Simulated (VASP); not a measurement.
# Si4C5 in VASP: further runs

Si4C5 is run at these levels: PBE; tasks: single point.

All numbers are computed with VASP 6.6.1; they aren't measurements. Logs are shortened: lines on timing, memory, paths and dates and some standing lists are left out, and cuts for length are marked.

### 1 The cell of the first run

The cell holds a slab with vacuum, 9 atoms: a = 3.097 Å, b = 4.379 Å, c = 20.133 Å, α = 90.00°, β = 90.00°, γ = 90.00°.

### 2 Single point, PBE, collinear spin

INCAR

```
SYSTEM = Si4C5
PREC = Accurate ; ENCUT = 520
EDIFF = 1E-6 ; ISMEAR = 0
SIGMA = 0.05 ; LREAL = .FALSE.
LASPH = .TRUE. ; NELM = 150
ALGO = Normal ; ISIF = 2
LWAVE = .FALSE. ; LCHARG = .FALSE.
ISPIN = 2 ; MAGMOM = 0 0 0 0 0 0 0 0 2
LORBIT = 11 ; LDIPOL = .TRUE.
IDIPOL = 3 ; DIPOL = 0.5 0.5 0.329
GGA = PE ; NBANDS = 32
```

KPOINTS

```
Automatic mesh
0
G
  9 6 1
  0 0 0
```

POSCAR

```
Si4C5
1.0
    3.0967389835      0.0000000000      0.0000000000
    0.0000000000      4.3794502696      0.0000000000
    0.0000000000      0.0000000000     20.1332068409
Si C
4 5
Direct
    0.5000000000      0.5000000000      0.1986767449
    0.0000000000      0.0000000000      0.2755829975
    0.5000000000      0.4971399929      0.3554907356
    0.0000000000      0.9498903522      0.4168952508
    0.0000000000      0.2500000000      0.1986767449
    0.5000000000      0.7500000000      0.2755829975
    0.0000000000      0.2559423736      0.3541649052
    0.5000000000      0.7547379257      0.4288043583
    0.5000000000      1.4214045924      0.4598987161
```

Potentials or basis: VASP PAW PBE potentials, release 64 (Si, C).

Run with:

```
$ cat potpaw_PBE.64/Si/POTCAR potpaw_PBE.64/C/POTCAR > POTCAR
$ mpirun -np 1 vasp_std > vasp.out
```

OUTCAR:

```text
SYSTEM = Si4C5
   PREC = Accurate
   ENCUT = 520
   EDIFF = 1E-6
   ISMEAR = 0
   LREAL = .FALSE.
   LASPH = .TRUE.
   NELM = 150
   ISIF = 2
   ISPIN = 2
   LORBIT = 11
   GGA = PE

 ion  position               nearest neighbor table
   1  0.500  0.500  0.199-   6 1.90   5 1.90   5 1.90   2 3.10   2 3.10   2 3.10   2 3.10
   2  0.000  0.000  0.276-   5 1.90   6 1.90   6 1.90   7 1.94   4 2.85   1 3.10   1 3.10   1 3.10
                             1 3.10   3 3.12   3 3.12   3 3.14   3 3.14
   3  0.500  0.497  0.355-   8 1.86   7 1.87   7 1.87   6 1.95   9 2.13   4 2.80   4 2.80   4 3.11
                             4 3.11   2 3.12   2 3.12   2 3.14   2 3.14
   4  0.000  0.950  0.417-   8 1.78   8 1.78   7 1.84   3 2.80   3 2.80   2 2.85   3 3.11   3 3.11

   5  0.000  0.250  0.199-   2 1.90   1 1.90   1 1.90
   6  0.500  0.750  0.276-   1 1.90   2 1.90   2 1.90   3 1.95
   7  0.000  0.256  0.354-   4 1.84   3 1.87   3 1.87   2 1.94
   8  0.500  0.755  0.429-   9 1.59   4 1.78   4 1.78   3 1.86
   9  0.500  0.421  0.460-   8 1.59   3 2.13

  LATTYP: Found a simple orthorhombic cell.
 ALAT       =     3.0967389835
 B/A-ratio  =     1.4142135624
 C/A-ratio  =     6.5014219630

  Lattice vectors:

 A1 = (   3.0967389835,   0.0000000000,   0.0000000000)
 A2 = (   0.0000000000,   4.3794502696,   0.0000000000)
 A3 = (   0.0000000000,   0.0000000000,  20.1332068409)

Analysis of symmetry for initial positions (statically):
=====================================================================
 Subroutine PRICEL returns:
 Original cell was already a primitive cell.

 Routine SETGRP: Setting up the symmetry group for a
 simple orthorhombic supercell.

 Subroutine GETGRP returns: Found  2 space group operations
 (whereof  2 operations were pure point group operations)
 out of a pool of  8 trial point group operations.

The static configuration has the point symmetry C_1h.

Analysis of symmetry for dynamics (positions and initial velocities):
=====================================================================
 Subroutine PRICEL returns:
 Original cell was already a primitive cell.

 Routine SETGRP: Setting up the symmetry group for a
 simple orthorhombic supercell.

 Subroutine GETGRP returns: Found  2 space group operations
 (whereof  2 operations were pure point group operations)
 out of a pool of  8 trial point group operations.

The dynamic configuration has the point symmetry C_1h.

Analysis of structural, dynamic, and magnetic symmetry:
=====================================================================
 Subroutine PRICEL returns:
 Original cell was already a primitive cell.

 Routine SETGRP: Setting up the symmetry group for a
 simple orthorhombic supercell.

 Subroutine GETGRP returns: Found  2 space group operations
 (whereof  2 operations were pure point group operations)
 out of a pool of  8 trial point group operations.

The overall configuration has the point symmetry C_1h.

 Subroutine INISYM returns: Found  2 space group operations
 (whereof  2 operations are pure point group operations),
 and found     1 'primitive' translations

----------------------------------------------------------------------------------------

                                     Primitive cell

  volume of cell :     273.0468

  direct lattice vectors                    reciprocal lattice vectors
     3.096738983  0.000000000  0.000000000     0.322920338  0.000000000  0.000000000
     0.000000000  4.379450270  0.000000000     0.000000000  0.228339161  0.000000000
     0.000000000  0.000000000 20.133206841     0.000000000  0.000000000  0.049669186

  length of vectors
     3.096738983  4.379450270 20.133206841     0.322920338  0.228339161  0.049669186

  position of ions in fractional coordinates (direct lattice)
     0.500000000  0.500000000  0.198676745
     0.000000000  0.000000000  0.275582998
     0.500000000  0.497139993  0.355490736
     0.000000000  0.949890352  0.416895251
     0.000000000  0.250000000  0.198676745
     0.500000000  0.750000000  0.275582998
     0.000000000  0.255942374  0.354164905
     0.500000000  0.754737926  0.428804358
     0.500000000  0.421404592  0.459898716

  ion indices of the primitive-cell ions
   primitive index   ion index
                 1           1
                 2           2
                 3           3
[... 64 lines left out ...]
   PREC   = accura    normal or accurate (medium, high low for compatibility)
   ISTART =      0    job   : 0-new  1-cont  2-samecut
   ICHARG =      2    charge: 1-file 2-atom 10-const
   ISPIN  =      2    spin polarized calculation?
   LNONCOLLINEAR =      F non collinear calculations
   LSORBIT =      F    spin-orbit coupling
   LASPH  =      T    aspherical Exc in radial PAW
   ENCUT  =  520.0 eV  38.22 Ry    6.18 a.u.   5.76  8.14 37.43*2*pi/ulx,y,z
   NELM   =    150;   NELMIN=  2; NELMDL= -5     # of ELM steps
   EDIFF  = 0.1E-05   stopping-criterion for ELM
   LREAL  =      F    real-space projection
[... 7 lines left out ...]
   TEBEG  =    0.0;   TEEND  =   0.0 temperature during run
   PSTRESS=    0.0 pullay stress
   NELECT =      36.0000    total number of electrons
   NUPDOWN=      -1.0000    fix difference up-down
   EMIN   =  10.00;   EMAX   =-10.00  energy-range for DOS
   EFERMI =   0.00;   METHOD = LEGACY
   ISMEAR =     0;   SIGMA  =   0.05  broadening in eV -4-tet -1-fermi 0-gaus
   EFERMI_NEDOS =   21; number of points for ismear=-14 and -15
   IALGO  =     38    algorithm
   IMIX   =      4    mixing-type and parameters
     AMIX     =   0.40;   BMIX     =  1.00
     AMIX_MAG =   1.60;   BMIX_MAG =  1.00
  volume/ion in A,a.u.               =      30.34       204.73
  Fermi-wavevector in a.u.,A,eV,Ry     =   0.833227  1.574571  9.446077  0.694267
  Thomas-Fermi vector in A             =   1.946415
   LORBIT       =     11    0 simple, 1 ext, 2 COOP (PROOUT), +10 PAW based schemes
   GGA     = PE    functional components
   LHFCALC =     F    Hartree Fock is set to
   AEXX    =    0.0000 exact exchange contribution
   IVDW    =     0    specifies the selected vdW correction
   LEPSILON=     F    determine dielectric tensor
   LRPA    =     F    only Hartree local field effects (RPA)
 spin polarized calculation
 Gauss-broadening in eV      SIGMA  =   0.05
  energy-cutoff  :      520.00
  volume of cell :      273.05
 maximum number of plane-waves:      7424
 NGX is ok and might be reduce to    24
   NGX = 11   NGY = 17   NGZ = 75

 dipolmoment           0.000000      0.000000     -0.060033 electrons x Angstroem

 number of electron      35.9999997 magnetization       0.9877723

 dipolmoment           0.000000      0.000000      0.025396 electrons x Angstroem

 Free energy of the ion-electron system (eV)
  ---------------------------------------------------
  ext. energy  EPLUGINS =         0.00000000
  ---------------------------------------------------
  free energy    TOTEN  =       -59.82629420 eV

  energy without entropy =      -59.82366042  energy(sigma->0) =      -59.82497731

 E-fermi :  -0.3881     XC(G=0):  -4.6557

 val. band max:       -0.4139179541   @ k =   0.4444   0.0000   0.0000
 cond. band min:      -0.3595954147   @ k =   0.3333   0.5000   0.0000
 fundamental gap:      0.0543225393
 Fermi energy:        -0.3880512193

 spin component 1

 k-point     1 :       0.0000    0.0000    0.0000
  band No.  band energies     occupation
      1     -17.6211      1.00000
      2     -15.3144      1.00000
      3     -13.2227      1.00000
      4     -11.6570      1.00000
      5     -10.8433      1.00000
      6      -9.0310      1.00000
[... 649 lines left out ...]
     29       6.8369      0.00000
     30       6.9852      0.00000
 Fermi energy:        -0.3880512193

 spin component 2

 k-point     1 :       0.0000    0.0000    0.0000
  band No.  band energies     occupation
      1     -17.4683      1.00000
      2     -15.2426      1.00000
      3     -13.1474      1.00000
      4     -11.6091      1.00000
      5     -10.5304      1.00000
      6      -8.8238      1.00000
[... 649 lines left out ...]
     29       6.9823      0.00000
     30       7.0637      0.00000
 [bands above 30 left out]

------------------------ aborting loop because EDIFF is reached ----------------------------------------

 vacuum level on the upper side and lower side of the slab       (xc-potential included)         0.165        -0.165

  FORCE on cell =-STRESS in cart. coord.  units (eV):
  Direction    XX          YY          ZZ          XY          YZ          ZX
  --------------------------------------------------------------------------------------
  -------------------------------------------------------------------------------------
  Total        0.9828966     -6.9343229      2.8185906      0.0000000      3.7263801      0.0000000
  in kB        5.7674155    -40.6890444     16.5388546      0.0000000     21.8655586      0.0000000
  external PRESSURE =      -6.1275914 kB  Pullay stress =       0.0000000 kB

 VOLUME and BASIS-vectors are now :
 -----------------------------------------------------------------------------
  energy-cutoff  :      520.00
  volume of cell :      273.05
      direct lattice vectors                 reciprocal lattice vectors
     3.096738983  0.000000000  0.000000000     0.322920338  0.000000000  0.000000000
     0.000000000  4.379450270  0.000000000     0.000000000  0.228339161  0.000000000
     0.000000000  0.000000000 20.133206841     0.000000000  0.000000000  0.049669186

 POSITION                                       TOTAL-FORCE (eV/Angst)
 -----------------------------------------------------------------------------------
      1.54837      2.18973      4.00000         0.000000     -2.790743      1.446618
      0.00000      0.00000      5.54837         0.000000      0.694045     -1.407306
      1.54837      2.17720      7.15717         0.000000     -1.383685     -2.010415
      0.00000      4.16000      8.39344         0.000000      3.785652      1.145725
      0.00000      1.09486      4.00000         0.000000      1.818122     -0.229432
      1.54837      3.28459      5.54837         0.000000      0.595502      0.222086
      0.00000      1.12089      7.13048         0.000000     -0.758598     -1.419064
      1.54837      3.30534      8.63321         0.000000     -3.433833      2.235109
      1.54837      1.84552      9.25924         0.000000      1.473538      0.016679
 -----------------------------------------------------------------------------------
    total drift:                                0.000000     -0.000080      0.000184

  FREE ENERGIE OF THE ION-ELECTRON SYSTEM (eV)
  ---------------------------------------------------
  free  energy   TOTEN  =       -59.8262942003 eV

  energy  without entropy=      -59.8236604245  energy(sigma->0) =      -59.82497731

 vacuum level on the upper side and lower side of the slab         4.858         4.520

 total charge

# of ion       s       p       d       tot
------------------------------------------
    1        0.749   0.850   0.000   1.599
    2        0.707   0.923   0.000   1.630
    3        0.699   0.961   0.000   1.660
    4        0.744   0.936   0.000   1.679
    5        0.858   1.527   0.000   2.384
    6        0.850   1.644   0.000   2.494
    7        0.850   1.689   0.000   2.539
    8        0.861   1.718   0.000   2.579
    9        0.965   1.211   0.000   2.176
--------------------------------------------------
tot          7.281  11.459   0.000  18.741

 magnetization (x)

# of ion       s       p       d       tot
------------------------------------------
    1        0.015   0.040   0.000   0.054
    2        0.001   0.002   0.000   0.003
    3        0.002   0.005   0.000   0.007
    4        0.012   0.022   0.000   0.034
    5        0.000  -0.003   0.000  -0.002
    6        0.006   0.012   0.000   0.019
    7        0.004   0.026   0.000   0.030
    8       -0.001  -0.003   0.000  -0.004
    9        0.028   0.311   0.000   0.340
--------------------------------------------------
tot          0.068   0.412   0.000   0.480
```

Wall time 22 min (1 thread of Intel Xeon 8259CL, shared host); peak memory 0.6 GiB.

Results:

```yaml
Free_energy: -59.8263 eV
Largest_force: 4.097 eV/Å
Net_moment: 0.99 μB per cell
Site_moments: Si +0.05, +0.00, +0.01, +0.03; C -0.00, +0.02, +0.03, +0.34 (each value once) μB
Valence_electrons_inside_the_program's_atomic_spheres: Si 1.60, 1.63, 1.66, 1.68; C 2.38, 2.49, 2.54, 2.58, 2.18
```

Forces in eV/Å, atoms in the order of the input:
```
Si   0.000 -2.791  1.447
Si   0.000  0.694 -1.407
Si   0.000 -1.384 -2.010
Si   0.000  3.786  1.146
C    0.000  1.818 -0.229
C    0.000  0.596  0.222
C    0.000 -0.759 -1.419
C    0.000 -3.434  2.235
C    0.000  1.474  0.017
```

### 3 Single point, PBE, collinear spin

INCAR

```
SYSTEM = Si4C5
  PREC = Accurate
  ENCUT = 520
  EDIFF = 1E-7
  ISMEAR = 0
  SIGMA = 0.05
  LREAL = .FALSE.
  LASPH = .TRUE.
  NELM = 150
  ALGO = Normal
  ISIF = 2
  LWAVE = .FALSE.
  LCHARG = .FALSE.
  ISPIN = 2
  MAGMOM = 0 0 0 0 0 0 0 0 2
  LORBIT = 11
  LDIPOL = .TRUE.
  IDIPOL = 3
  DIPOL = 0.5 0.5 0.332
  GGA = PE
  NBANDS = 32
```

KPOINTS

```
regular mesh
0
G
  9 6 1
  0 0 0
```

Changes to POSCAR since step 2:

```diff
@@ -16,2 +16,2 @@
     0.5000000000      0.7547379257      0.4288043583
-    0.5000000000      1.4214045924      0.4598987161
+    1.0000000000      1.2547379257      0.4854672496
```

Potentials or basis: VASP PAW PBE potentials, release 64 (Si, C).

Run with:

```
$ cat potpaw_PBE.64/Si/POTCAR potpaw_PBE.64/C/POTCAR > POTCAR
$ mpirun -np 1 vasp_std > vasp.out
```

It took 32 min on 1 thread of Intel Xeon 8259CL, shared host; peak memory 0.61 GiB.

The run converged. Its results:

```
Free energy                                           : -58.1405 eV
Largest force                                         : 3.208 eV/Å
Net moment                                            : 0.63 μB per cell
Site moments                                          : Si +0.00, +0.01 (each value once); C -0.01, -0.00, +0.03, +0.04, +0.25 μB
Valence electrons inside the program's atomic spheres : Si 1.60, 1.63, 1.66, 1.77; C 2.38, 2.49, 2.54, 2.48, 2.07
```

Forces on the atoms (eV/Å):
```
Si   0.000 -2.702  1.730
Si   0.000  0.504 -1.134
Si   0.000 -0.370 -0.293
Si   0.000  1.289  2.611
C    0.000  1.737 -0.372
C    0.000  0.628 -0.112
C    0.000 -0.119 -1.393
C    0.000 -1.690 -1.043
C    0.000  0.723  0.006
```

Levels at points of the mesh, in eV from the Fermi level:
Spin up:
| k point | band 14 | band 15 | band 16 | band 17 | band 18 | band 19 | band 20 | band 21 | band 22 | band 23 |
| --- | --- | --- | --- | --- | --- | --- | --- | --- | --- | --- |
| (0.00, 0.00, 0.00) | -1.75 | -1.55 | -1.09 | -0.74 | -0.35 | 0.71 | 1.24 | 1.29 | 1.76 | 3.71 |
| (0.00, 0.50, 0.00) | -2.17 | -1.54 | -1.39 | -0.71 | -0.42 | 0.45 | 1.09 | 1.13 | 3.82 | 4.30 |
Spin down:
```csv
k point,band 16,band 17,band 18,band 19,band 20,band 21
"(0.00, 0.00, 0.00)",-0.84,-0.74,0.10,0.76,1.26,1.83
"(0.00, 0.50, 0.00)",-1.38,-0.60,0.20,0.49,1.23,1.86
```

Caveat: a moment this small can come from the mesh or the smearing.
